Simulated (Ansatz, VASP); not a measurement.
# Cu in VASP and in Ansatz

File POSCAR:

```
Cu
1.0
    2.4798926612      0.0000000000      0.0000000000
   -1.2399463306      2.1476500433      0.0000000000
    0.0000000000      0.0000000000      4.0472584492
Cu
2
Direct
    0.3333333333      0.6666666667      0.2500000000
    0.6666666667      0.3333333333      0.7500000000
```

File INCAR.step1:

```
SYSTEM = Cu
PREC = Accurate
ENCUT = 520
ISMEAR = 0
SIGMA = 0.1
LREAL = .FALSE.
LASPH = .TRUE.
NELM = 60
NBANDS = 18
GGA = PE
ALGO = Normal
EDIFF = 1E-4
LWAVE = .TRUE.
LCHARG = .FALSE.
```

Contents of INCAR.step2:

```
SYSTEM = Cu
PREC = Accurate
ENCUT = 520
EDIFF = 1E-6
ISMEAR = 0
SIGMA = 0.1
LREAL = .FALSE.
LASPH = .TRUE.
NELM = 60
ALGO = Normal
ISIF = 2
LWAVE = .FALSE.
LCHARG = .FALSE.
METAGGA = R2SCAN
LMIXTAU = .TRUE.
NBANDS = 18
ISTART = 1
```

Contents of KPOINTS:

```
regular mesh
0
G
  24 24 12
  0 0 0
```

Input for Ansatz:

```yaml
crystal:
  lattice:
    - [2.4798926612, 0.0, 0.0]
    - [-1.2399463306, 2.1476500433, 0.0]
    - [0.0, 0.0, 4.0472584492]
  atoms:
    - { symbol: Cu, position: [0.3333333333, 0.6666666667, 0.25] }
    - { symbol: Cu, position: [0.6666666667, 0.3333333333, 0.75] }
basis:
  ecutwfc: 500
kpoints:
  mp_grid: { grid: [24, 24, 12] }
hamiltonian:
  xc: r2scan
scf:
  occupations: { method: gaussian, width: 0.1 }
output:
  forces: true
  stress: true
  eigenvalues: true
```

Change from the starting cell: equal strain along all axes, cell held, atoms relaxed: -2.0 %.

Alike in both runs: task single point; functional r2SCAN; k mesh 24 × 24 × 12; occupations gaussian, width 0.1 eV; no spin polarisation.

|  | VASP | Ansatz |
| --- | --- | --- |
| version | VASP 6.6.1 | Ansatz 0.2.0 |
| potentials or method | VASP PAW PBE potentials, release 64 (Cu), cutoff 520 eV | scalar-relativistic, plane waves, PAW |
| valence electrons in the cell | 22 | 38 |

Ansatz gave:

* gap on the k mesh at the Fermi level (eV): none
* pressure (GPa): 11.4
* traceless stress, the component that is largest in VASP (GPa): 0.57

**Question.** What did VASP give for the same quantities?

**Answer.** gap on the k mesh at the Fermi level (eV): none; pressure (GPa): 12.1; traceless stress, the component that is largest in VASP (GPa): 0.42.

VASP's potentials were made for PBE, not for r2SCAN. A gap of «none» marks a metal or a gap that the smearing closes. VASP's potentials hold 22 valence electrons a cell and Ansatz's 38, so a difference there can come from the potentials and not from the codes.
